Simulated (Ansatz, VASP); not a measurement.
LiH in VASP and in Ansatz

Contents of POSCAR:

```
LiH
1.0
    0.0000000000      2.0933299084      2.0029948411
    2.0933299084      0.0000000000      2.0029948411
    2.0933299084      2.0933299084      0.0000000000
Li H
1 1
Direct
    0.0000000000      0.0000000000      0.0000000000
    0.5000000000      0.5000000000      0.5000000000
```

The input INCAR.step1:

```
PREC = Accurate
ENCUT = 520
ISMEAR = 0
SIGMA = 0.01
LREAL = F
LASPH = T
NELM = 80
NBANDS = 9
GGA = PE
ALGO = Normal
EDIFF = 1E-4
LWAVE = T
LCHARG = F
```

The input INCAR.step2:

```
PREC = Accurate
ENCUT = 520
EDIFF = 1E-6
ISMEAR = 0
SIGMA = 0.01
LREAL = F
LASPH = T
NELM = 80
ALGO = Normal
ISIF = 2
LWAVE = F
LCHARG = T
METAGGA = R2SCAN
LMIXTAU = T
LELF = T
LVHAR = T
NBANDS = 9
ISTART = 1
```

Contents of KPOINTS:

```
Automatic mesh
0
Gamma
  10 10 10
```

Input for Ansatz:

```yaml
crystal:
  lattice:
    - [0.0, 2.0933299084, 2.0029948411]
    - [2.0933299084, 0.0, 2.0029948411]
    - [2.0933299084, 2.0933299084, 0.0]
  atoms:
    - { symbol: Li, position: [0.0, 0.0, 0.0] }
    - { symbol: H, position: [0.5, 0.5, 0.5] }
kpoints:
  mp_grid: { grid: [10, 10, 10] }
  band_path:
    path:
      - [0.0, 0.0, 0.0]
      - [0.5, 0.0, 0.5]
      - [0.625, 0.25, 0.625]
      - [0.375, 0.375, 0.75]
      - [0.5, 0.5, 0.5]
      - [0.5, 0.25, 0.75]
      - [0.5, 0.5, 0.0]
      - [0.0, 0.5, 0.5]
    npoints: 1
hamiltonian:
  xc: r2scan
scf:
  occupations: { method: fixed }
  n_extra_bands: 4
output:
  forces: true
  stress: true
  eigenvalues: true
  write_density: true
  write_potential: true
  elf: true
  volumetric_format: npy
```

Change from the starting cell: biaxial_xy strain +4.5%.

Alike in both runs: task single point; functional r2SCAN; k mesh 10 × 10 × 10; no spin polarisation.

```csv
,VASP,Ansatz
version,VASP 6.6.1,Ansatz 0.2.0
potentials or method,"VASP PAW PBE potentials, release 64 (Li_sv, H)","plane waves, PAW"
plane-wave cutoff (eV),520,500
occupations,"gaussian, width 0.01 eV",fixed
valence electrons in the cell,4,4
```

|  | VASP | Ansatz | Ansatz less VASP |
| --- | --- | --- | --- |
| gap on the k mesh at the Fermi level (eV) | 3.23 | 3.27 | +0.044 |

VASP's potentials were made for PBE, not for r2SCAN.

Noted on VASP's run: the cutoff is under 1.25 times that of the potentials, so the pressure is a little rough.
